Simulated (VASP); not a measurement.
# Al2Au in VASP: notebook

The runs below take Al2Au through single point, with PBE, PBE0, r2SCAN.

All numbers are computed with VASP 6.6.1; they aren't measurements. Logs are shortened: lines on timing, memory, paths and dates and some standing lists are left out, and cuts for length are marked.

**1. The cell of the first run**

The typed cell holds 3 atoms: a = 4.243 Å, b = 4.243 Å, c = 4.243 Å, α = 60.00°, β = 60.00°, γ = 60.00°.

**2. Single point, PBE**

INCAR reads:

```
PREC = Accurate ; ENCUT = 520
EDIFF = 1E-6 ; ISMEAR = 1
SIGMA = 0.05 ; LREAL = False
LASPH = True ; NELM = 100
ALGO = Fast ; ISIF = 2
LWAVE = False ; LCHARG = False
GGA = PE ; NBANDS = 16
```

KPOINTS reads:

```
Automatic mesh
0
Gamma
  9 9 9
```

POSCAR reads:

```
Al2Au
1.0
    0.0000000000      3.0000000000      3.0000000000
    3.0000000000      0.0000000000      3.0000000000
    3.0000000000      3.0000000000      0.0000000000
Au Al
1 2
Direct
   -0.0093480000     -0.0091520000      0.0113400000
    0.7310250000      0.7567500000      0.7631390000
    0.2417210000      0.2516200000      0.2599490000
```

Potentials or basis: VASP PAW PBE potentials, release 64 (Au, Al).

Launch:

```
> cat potpaw_PBE.64/Au/POTCAR potpaw_PBE.64/Al/POTCAR > POTCAR
> mpirun -np 1 vasp_std > vasp.out
```

OUTCAR:

```text
PREC = Accurate
   ENCUT = 520
   EDIFF = 1E-6
   ISMEAR = 1
   LREAL = False
   LASPH = True
   NELM = 100
   ISIF = 2
   GGA = PE

 ion  position               nearest neighbor table
   1  0.991  0.991  0.011-   3 2.56   2 2.57   2 2.57   3 2.59   3 2.60   2 2.61   3 2.63   2 2.65

   2  0.731  0.757  0.763-   1 2.57   1 2.57   1 2.61   1 2.65   3 2.98   3 2.98   3 2.98   3 3.02
                             3 3.02   3 3.03
   3  0.242  0.252  0.260-   1 2.56   1 2.59   1 2.60   1 2.63   2 2.98   2 2.98   2 2.98   2 3.02
                             2 3.02   2 3.03

  LATTYP: Found a face centered cubic cell.
 ALAT       =     6.0000000000

  Lattice vectors:

 A1 = (   0.0000000000,   3.0000000000,   3.0000000000)
 A2 = (   3.0000000000,   0.0000000000,   3.0000000000)
 A3 = (   3.0000000000,   3.0000000000,   0.0000000000)

Analysis of symmetry for initial positions (statically):
=====================================================================
 Subroutine PRICEL returns:
 Original cell was already a primitive cell.

 Routine SETGRP: Setting up the symmetry group for a
 face centered cubic supercell.

 Subroutine GETGRP returns: Found  1 space group operations
 (whereof  1 operations were pure point group operations)
 out of a pool of 48 trial point group operations.

The static configuration has the point symmetry C_1 .

Analysis of symmetry for dynamics (positions and initial velocities):
=====================================================================
 Subroutine PRICEL returns:
 Original cell was already a primitive cell.

 Routine SETGRP: Setting up the symmetry group for a
 face centered cubic supercell.

 Subroutine GETGRP returns: Found  1 space group operations
 (whereof  1 operations were pure point group operations)
 out of a pool of 48 trial point group operations.

The dynamic configuration has the point symmetry C_1 .

 Subroutine INISYM returns: Found  1 space group operations
 (whereof  1 operations are pure point group operations),
 and found     1 'primitive' translations

----------------------------------------------------------------------------------------

                                     Primitive cell

  volume of cell :      54.0000

  direct lattice vectors                    reciprocal lattice vectors
     0.000000000  3.000000000  3.000000000    -0.166666667  0.166666667  0.166666667
     3.000000000  0.000000000  3.000000000     0.166666667 -0.166666667  0.166666667
     3.000000000  3.000000000  0.000000000     0.166666667  0.166666667 -0.166666667

  length of vectors
     4.242640687  4.242640687  4.242640687     0.288675135  0.288675135  0.288675135

  position of ions in fractional coordinates (direct lattice)
     0.990652000  0.990848000  0.011340000
     0.731025000  0.756750000  0.763139000
     0.241721000  0.251620000  0.259949000

  ion indices of the primitive-cell ions
   primitive index   ion index
                 1           1
                 2           2
                 3           3

----------------------------------------------------------------------------------------

 KPOINTS: Automatic mesh

Automatic generation of k-mesh.
 Grid dimensions read from file:
 generate k-points for:    9    9    9

 Generating k-lattice:

  Cartesian coordinates                     Fractional coordinates (reciprocal lattice)
    -0.018518519  0.018518519  0.018518519     0.111111111  0.000000000  0.000000000
     0.018518519 -0.018518519  0.018518519     0.000000000  0.111111111  0.000000000
     0.018518519  0.018518519 -0.018518519     0.000000000  0.000000000  0.111111111

  Length of vectors
     0.032075015  0.032075015  0.032075015

  Shift w.r.t. Gamma in fractional coordinates (k-lattice)
     0.000000000  0.000000000  0.000000000

 Subroutine IBZKPT returns following result:
 ===========================================

 Found    365 irreducible k-points:

 Following reciprocal coordinates:
            Coordinates               Weight
  0.000000  0.000000  0.000000      1.000000
  0.111111  0.000000  0.000000      2.000000
  0.000000  0.111111  0.000000      2.000000
  0.000000  0.000000  0.111111      2.000000
  0.111111  0.111111  0.111111      2.000000
  0.222222  0.000000  0.000000      2.000000
[... 16 lines left out ...]
  0.111111  0.000000  0.222222      2.000000
  0.111111  0.111111 -0.111111      2.000000
 [... further k-points ...]
   k-points           NKPTS =    365   k-points in BZ     NKDIM =    365   number of bands    NBANDS=     16
   number of dos      NEDOS =    301   number of ions     NIONS =      3
   total plane-waves  NPLWV =  32768
   dimension x,y,z NGX =    32 NGY =   32 NGZ =   32
   dimension x,y,z NGXF=    64 NGYF=   64 NGZF=   64
   ions per type =               1   2
   NGX,Y,Z   is equivalent  to a cutoff of  12.54, 12.54, 12.54 a.u.
   NGXF,Y,Z  is equivalent  to a cutoff of  25.08, 25.08, 25.08 a.u.
 SYSTEM =  unknown system
[... 63 lines left out ...]
 Fermi energy:         7.8094495243

 k-point     1 :       0.0000    0.0000    0.0000
  band No.  band energies     occupation
      1      -2.7560      2.00000
      2       1.1737      2.00000
      3       1.2012      2.00000
      4       1.2065      2.00000
      5       2.1497      2.00000
      6       2.1510      2.00000
[... 8 lines left out ...]
     15      13.5182      0.00000
     16      13.6057      0.00000

 k-point     2 :       0.1111    0.0000    0.0000
  band No.  band energies     occupation
      1      -2.5925      2.00000
      2       1.1199      2.00000
      3       1.2441      2.00000
      4       1.2490      2.00000
      5       2.1398      2.00000
      6       2.1410      2.00000
[... 8 lines left out ...]
     15      13.1446      0.00000
     16      13.3354      0.00000

 k-point     3 :       0.0000    0.1111    0.0000
  band No.  band energies     occupation
      1      -2.5952      2.00000
      2       1.1485      2.00000
      3       1.2190      2.00000
      4       1.2406      2.00000
      5       2.1418      2.00000
      6       2.1441      2.00000
[... 8 lines left out ...]
     15      13.2102      0.00000
     16      13.2684      0.00000

 k-point     4 :       0.0000    0.0000    0.1111
  band No.  band energies     occupation
      1      -2.5949      2.00000
      2       1.1475      2.00000
      3       1.2201      2.00000
      4       1.2408      2.00000
      5       2.1413      2.00000
      6       2.1441      2.00000
[... 8 lines left out ...]
     15      13.2197      0.00000
     16      13.2771      0.00000

 k-point     5 :       0.1111    0.1111    0.1111
  band No.  band energies     occupation
      1      -2.5948      2.00000
      2       1.1447      2.00000
      3       1.2193      2.00000
      4       1.2448      2.00000
      5       2.1424      2.00000
      6       2.1428      2.00000
[... 8 lines left out ...]
     15      13.2046      0.00000
     16      13.2825      0.00000

 k-point     6 :       0.2222    0.0000    0.0000
  band No.  band energies     occupation
      1      -2.1179      2.00000
      2       1.0022      2.00000
      3       1.3436      2.00000
      4       1.3475      2.00000
      5       2.1344      2.00000
      6       2.1354      2.00000
[... 8 lines left out ...]
     15      13.7873      0.00000
     16      14.0212      0.00000
[... 267 lines left out ...]
 k-point    21 :       0.2222    0.1111    0.0000
  band No.  band energies     occupation
      1      -2.1645      2.00000
      2       0.9842      2.00000
      3       1.3525      2.00000
      4       1.3660      2.00000
      5       2.0353      2.00000
      6       2.2103      2.00000
[... 8 lines left out ...]
     15      14.5681      0.00000
     16      14.6231      0.00000

 k-point    22 :       0.0000    0.2222    0.1111
  band No.  band energies     occupation
      1      -2.1710      2.00000
      2       0.9982      2.00000
      3       1.3386      2.00000
      4       1.3558      2.00000
      5       2.0424      2.00000
      6       2.2145      2.00000
[... 8 lines left out ...]
     15      14.5666      0.00000
     16      14.6126      0.00000

 k-point    23 :       0.1111    0.0000    0.2222
  band No.  band energies     occupation
      1      -2.1724      2.00000
      2       1.0050      2.00000
      3       1.3309      2.00000
      4       1.3530      2.00000
      5       2.0411      2.00000
      6       2.2191      2.00000
[... 8 lines left out ...]
     15      14.5502      0.00000
     16      14.6255      0.00000

 k-point    24 :       0.1111    0.1111   -0.1111
  band No.  band energies     occupation
      1      -2.1704      2.00000
      2       0.9996      2.00000
      3       1.3408      2.00000
      4       1.3527      2.00000
      5       2.0409      2.00000
      6       2.2151      2.00000
[... 8 lines left out ...]
     15      14.5598      0.00000
     16      14.6152      0.00000

 [... further k-points ...]

------------------------ aborting loop because EDIFF is reached ----------------------------------------

  FORCE on cell =-STRESS in cart. coord.  units (eV):
  Direction    XX          YY          ZZ          XY          YZ          ZX
  --------------------------------------------------------------------------------------
  -------------------------------------------------------------------------------------
  Total        1.0760424      1.1003981      1.0971622     -0.1431523      0.1782185     -0.1388162
  in kB       31.9261254     32.6487560     32.5527467     -4.2473229      5.2877352     -4.1186686
  external PRESSURE =      32.3758761 kB  Pullay stress =       0.0000000 kB

 VOLUME and BASIS-vectors are now :
 -----------------------------------------------------------------------------
  energy-cutoff  :      520.00
  volume of cell :       54.00
      direct lattice vectors                 reciprocal lattice vectors
     0.000000000  3.000000000  3.000000000    -0.166666667  0.166666667  0.166666667
     3.000000000  0.000000000  3.000000000     0.166666667 -0.166666667  0.166666667
     3.000000000  3.000000000  0.000000000     0.166666667  0.166666667 -0.166666667

 POSITION                                       TOTAL-FORCE (eV/Angst)
 -----------------------------------------------------------------------------------
      3.00656      3.00598      5.94450         0.336118     -0.103734      0.210575
      4.55967      4.48249      4.46332        -0.254033      0.117990     -0.034985
      1.53471      1.50501      1.48002        -0.082085     -0.014256     -0.175590
 -----------------------------------------------------------------------------------
    total drift:                               -0.000011      0.000048     -0.000078

  FREE ENERGIE OF THE ION-ELECTRON SYSTEM (eV)
  ---------------------------------------------------
  free  energy   TOTEN  =       -11.9887469621 eV

  energy  without entropy=      -11.9888468086  energy(sigma->0) =      -11.98878024
```

It took 4.7 min on 1 thread of AMD EPYC 9R45 (Zen 5), shared host; peak memory 0.38 GiB.

Results:

```
Free energy            : -11.9887 eV
Pressure               : 3.2 GPa
Largest force          : 0.410 eV/Å
Band gap on the k mesh : zero (an odd number of electrons rules out a gap without spin polarisation)
```

Forces in eV/Å, atoms in the order of the input:
```
Au   0.336 -0.104  0.211
Al  -0.254  0.118 -0.035
Al  -0.082 -0.014 -0.176
```

Caveat: the cell stands under pressure; spin-orbit coupling is left out, which moves the levels of the heavy elements.

**3. Single point, PBE0**

POSCAR reads:

```
Al2Au
1.0
    0.0000000000      3.0000000000      3.0000000000
    3.0000000000      0.0000000000      3.0000000000
    3.0000000000      3.0000000000      0.0000000000
Au Al
1 2
Direct
    0.0000000000      0.0000000000      0.0000000000
    0.7500000000      0.7500000000      0.7500000000
    0.2500000000      0.2500000000      0.2500000000
```

INCAR.step1 reads:

```
PREC = Accurate ; ENCUT = 520
EDIFF = 1E-5 ; ISMEAR = -1
SIGMA = 0.05 ; LREAL = False
LASPH = True ; NELM = 60
ALGO = Normal ; ISIF = 2
LWAVE = True ; GGA = PE
NBANDS = 16
```

INCAR.step2 reads:

```
PREC = Accurate ; ENCUT = 520
EDIFF = 1E-6 ; ISMEAR = -1
SIGMA = 0.05 ; LREAL = False
LASPH = True ; NELM = 60
ALGO = Normal ; ISIF = 2
LWAVE = False ; LCHARG = True
GGA = PE ; LHFCALC = True
AEXX = 0.25 ; PRECFOCK = Normal
LELF = True ; LVHAR = True
ISTART = 1 ; NBANDS = 16
```

KPOINTS reads:

```
Automatic mesh
0
Gamma
  4 4 4
```

Potentials or basis: VASP PAW PBE potentials, release 64 (Au, Al).

Launch:

```
> cat potpaw_PBE.64/Au/POTCAR potpaw_PBE.64/Al/POTCAR > POTCAR
> cp INCAR.step1 INCAR
> mpirun -np 1 vasp_std > vasp.out
> cp INCAR.step2 INCAR
> mpirun -np 1 vasp_std > vasp.out
```

Wall time 28 min (1 thread of AMD EPYC 9R45 (Zen 5), shared host); peak memory 0.15 GiB.

It converged, with:

```
Free energy            : -13.8377 eV
Pressure               : -0.2 GPa
Band gap on the k mesh : zero (an odd number of electrons rules out a gap without spin polarisation)
```

Levels at points of the mesh, in eV from the Fermi level:
| k point | band 5 | band 6 | band 7 | band 8 | band 9 | band 10 | band 11 | band 12 | band 13 | band 14 |
| --- | --- | --- | --- | --- | --- | --- | --- | --- | --- | --- |
| (0.00, 0.00, 0.00) | -7.43 | -7.43 | 2.98 | 3.35 | 3.35 | 3.35 | 4.46 | 4.46 | 4.46 | 6.58 |
| (0.50, 0.00, 0.00) | -7.28 | -7.28 | -7.01 | -0.20 | -0.06 | 3.97 | 4.33 | 4.37 | 4.38 | 9.86 |
| (0.50, 0.50, 0.00) | -7.50 | -7.12 | -6.48 | -3.12 | -3.12 | 1.62 | 2.55 | 8.62 | 10.95 | 10.95 |

Caveat: the k points lie up to 0.45 Å⁻¹ apart, too coarse for converged energies and pressures of a metal; the PAW data sets were made with another functional, which shifts forces and pressure a little; spin-orbit coupling is left out, which moves the levels of the heavy elements.

**4. Single point, PBE0**

POSCAR is that of step 3.

INCAR.step1 reads:

```
SYSTEM = Al2Au
PREC = Accurate ; ENCUT = 520
EDIFF = 1E-5 ; ISMEAR = -1
SIGMA = 0.05 ; LREAL = .FALSE.
LASPH = .TRUE. ; NELM = 80
ALGO = Normal ; ISIF = 2
LWAVE = .TRUE. ; NBANDS = 16
GGA = PE
```

INCAR.step2 reads:

```
SYSTEM = Al2Au
PREC = Accurate ; ENCUT = 520
EDIFF = 1E-6 ; ISMEAR = -1
SIGMA = 0.05 ; LREAL = .FALSE.
LASPH = .TRUE. ; NELM = 80
ALGO = Normal ; ISIF = 2
LWAVE = .FALSE. ; LCHARG = .TRUE.
GGA = PE ; LHFCALC = .TRUE.
AEXX = 0.25 ; PRECFOCK = Normal
LELF = .TRUE. ; LVHAR = .TRUE.
NBANDS = 16 ; ISTART = 1
```

KPOINTS reads:

```
Automatic mesh
0
G
  4 4 4
  0 0 0
```

Launch:

```
> cat potpaw_PBE.64/Au/POTCAR potpaw_PBE.64/Al/POTCAR > POTCAR
> cp INCAR.step1 INCAR
> mpirun -np 1 vasp_std > vasp.out
> cp INCAR.step2 INCAR
> mpirun -np 1 vasp_std > vasp.out
```

It took 17 min on 1 thread of AMD EPYC 9R45 (Zen 5), shared host; peak memory 0.15 GiB.

The run converged. Its results:

| Quantity | Value |
| --- | --- |
| Free energy | -13.8377 eV |
| Pressure | -0.2 GPa |
| Band gap on the k mesh | zero (an odd number of electrons rules out a gap without spin polarisation) |

Levels at points of the mesh, in eV from the Fermi level:
| k point | band 6 | band 7 | band 8 | band 9 | band 10 | band 11 | band 12 | band 13 |
| --- | --- | --- | --- | --- | --- | --- | --- | --- |
| (0.00, 0.00, 0.00) | -7.43 | 2.98 | 3.35 | 3.35 | 3.35 | 4.46 | 4.46 | 4.46 |
| (0.50, 0.00, 0.00) | -7.28 | -7.01 | -0.20 | -0.06 | 3.97 | 4.33 | 4.37 | 4.38 |
| (0.50, 0.50, 0.00) | -7.12 | -6.48 | -3.12 | -3.12 | 1.62 | 2.55 | 8.62 | 10.95 |

Caveat: the k points lie up to 0.45 Å⁻¹ apart, too coarse for converged energies and pressures of a metal; the PAW data sets were made with another functional, which shifts forces and pressure a little; spin-orbit coupling is left out, which moves the levels of the heavy elements.

**5. Single point, r2SCAN**

POSCAR is that of step 4.

INCAR.step1 reads:

```
PREC = Accurate
ENCUT = 520
ISMEAR = 1
SIGMA = 0.05
LREAL = False
LASPH = True
NELM = 100
NBANDS = 16
GGA = PE
ALGO = Normal
EDIFF = 1E-4
LWAVE = True
LCHARG = False
```

INCAR.step2 reads:

```
PREC = Accurate
ENCUT = 520
EDIFF = 1E-7
ISMEAR = 1
SIGMA = 0.05
LREAL = False
LASPH = True
NELM = 100
ALGO = Normal
ISIF = 2
LWAVE = False
LCHARG = False
METAGGA = R2SCAN
LMIXTAU = True
NBANDS = 16
ISTART = 1
```

KPOINTS reads:

```
regular mesh
0
Gamma
  7 7 7
```

Launch:

```
> cat potpaw_PBE.64/Au/POTCAR potpaw_PBE.64/Al/POTCAR > POTCAR
> cp INCAR.step1 INCAR
> mpirun -np 1 vasp_std > vasp.out
> cp INCAR.step2 INCAR
> mpirun -np 1 vasp_std > vasp.out
```

Wall time 73 s (1 thread of Intel Xeon 8259CL, shared host); peak memory 0.19 GiB.

The run converged. Its results:

| Property | Result |
| --- | --- |
| Free energy | -65.5380 eV |
| Pressure | 0.3 GPa |
| Band gap on the k mesh | zero (an odd number of electrons rules out a gap without spin polarisation) |

Levels at points of the mesh, in eV from the Fermi level:
```
           k point  band 6  band 7  band 8  band 9  band 10  band 11  band 12  band 13
(0.00, 0.00, 0.00)   -5.89    2.95    3.10    3.10     3.10     4.24     4.24     4.24
```

Caveat: the PAW data sets were made with another functional, which shifts forces and pressure a little; spin-orbit coupling is left out, which moves the levels of the heavy elements.

**6. Single point, r2SCAN**

POSCAR is that of step 5.

INCAR.step1 reads:

```
SYSTEM = Al2Au
PREC = Accurate ; ENCUT = 520
ISMEAR = 1 ; SIGMA = 0.05
LREAL = .False. ; LASPH = .True.
NELM = 60 ; NBANDS = 16
GGA = PE ; ALGO = Normal
EDIFF = 1E-4 ; LWAVE = .True.
LCHARG = .False.
```

INCAR.step2 reads:

```
SYSTEM = Al2Au
PREC = Accurate ; ENCUT = 520
EDIFF = 1E-6 ; ISMEAR = 1
SIGMA = 0.05 ; LREAL = .False.
LASPH = .True. ; NELM = 60
ALGO = Normal ; ISIF = 2
LWAVE = .False. ; LCHARG = .False.
METAGGA = R2SCAN ; LMIXTAU = .True.
NBANDS = 16 ; ISTART = 1
```

KPOINTS reads:

```
Automatic mesh
0
Gamma
  9 9 9
  0 0 0
```

Potentials or basis: VASP PAW PBE potentials, release 64 (Au, Al).

Launch:

```
> cat potpaw_PBE.64/Au/POTCAR potpaw_PBE.64/Al/POTCAR > POTCAR
> cp INCAR.step1 INCAR
> mpirun -np 1 vasp_std > vasp.out
> cp INCAR.step2 INCAR
> mpirun -np 1 vasp_std > vasp.out
```

Wall time 2.2 min (1 thread of Intel Xeon 8259CL, shared host); peak memory 0.2 GiB.

It converged, with:

| Property | Result |
| --- | --- |
| Free energy | -65.5383 eV |
| Pressure | 0.3 GPa |
| Band gap on the k mesh | zero (an odd number of electrons rules out a gap without spin polarisation) |

Levels at points of the mesh, in eV from the Fermi level:
```
           k point  band 5  band 6  band 7  band 8  band 9  band 10  band 11  band 12  band 13  band 14
(0.00, 0.00, 0.00)   -5.96   -5.96    2.88    3.03    3.03     3.03     4.16     4.16     4.16     6.26
```

Caveat: the PAW data sets were made with another functional, which shifts forces and pressure a little; spin-orbit coupling is left out, which moves the levels of the heavy elements.

**7. Overview**

```csv
level,cell,k mesh,smearing,grid for exact exchange (PRECFOCK),share of exact exchange,gap on the mesh (eV),pressure (GPa)
PBE,"as given, atomic positions A",9 × 9 × 9,methfessel-paxton 0.05 eV,-,-,none,3.2
PBE0,"as given, atomic positions B",4 × 4 × 4,fermi-dirac 0.05 eV,Normal,0.25,none,-0.2
r2SCAN,"as given, atomic positions B",7 × 7 × 7,methfessel-paxton 0.05 eV,-,-,none,0.3
r2SCAN,"as given, atomic positions B",9 × 9 × 9,methfessel-paxton 0.05 eV,-,-,none,0.3
```

Alike in all rows: task single point; potentials or basis VASP PAW PBE potentials, release 64 (Au, Al); no spin polarisation; cutoff (eV) 520.

Caveats: some runs use coarse meshes; spin-orbit coupling is left out, which moves the levels of the heavy elements; the PAW data sets were made with another functional, which shifts forces and pressure a little (at least some runs); the cell stands under pressure (at least some runs).

Total energies depend on the potentials used, so only differences within one code and one set of settings carry meaning.
